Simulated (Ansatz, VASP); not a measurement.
## Ca in VASP and in Ansatz

```
CELL_PARAMETERS angstrom
3.45936 0.00000 0.00000
-1.72968 2.99589 0.00000
0.00000 0.00000 3.15188
ATOMIC_POSITIONS crystal
Ca 0.00000 0.00000 0.00000
```

Change from the starting cell: volume scaled by 0.76, LAPW.

Alike in both runs: task single point; functional PBE; k mesh 12 × 12 × 11; occupations fermi-dirac, width 0.08 eV; no spin polarisation.

|  | VASP | Ansatz |
| --- | --- | --- |
| version | VASP 6.6.1 | Ansatz 0.2.0 |
| potentials or method | VASP PAW PBE potentials, release 64 (Ca_sv), cutoff 520 eV | all-electron LAPW, scalar-relativistic |

```tsv
	VASP	Ansatz	Ansatz less VASP
pressure (GPa)	5.4	5.4	-0.01
```

Ansatz ran all-electron here, and VASP with PAW potentials.
